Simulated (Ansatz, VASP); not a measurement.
## Pd in VASP and in Ansatz

```xyz
1
Lattice="0.0000 1.9394 1.9394 1.9394 0.0000 1.9394 1.9394 1.9394 0.0000" Properties=species:S:1:pos:R:3 pbc="T T T"
Pd    0.0000    0.0000    0.0000
```

Alike in both runs: functional PBEsol; k mesh 14 × 14 × 14; occupations fermi-dirac, width 0.1 eV; no spin polarisation.

Ansatz relaxed the structure, and its values are those at the end. VASP's run is a single point on that final structure, the one shown.

|  | VASP | Ansatz |
| --- | --- | --- |
| version | VASP 6.6.1 | Ansatz 0.2.0 |
| potentials or method | VASP PAW PBE potentials, release 64 (Pd), cutoff 520 eV | plane waves (420 eV) with PAW, scalar-relativistic |
| valence electrons in the cell | 10 | 18 |

VASP gave:

- pressure (GPa): -0.4

Q: Estimate Ansatz's values.

A: Pressure (GPa): 0.0.

VASP's potentials were made for PBE, not for PBEsol, and Ansatz warns of the same on its side. VASP's potentials hold 10 valence electrons a cell and Ansatz's 18, so a difference there can come from the potentials and not from the codes.
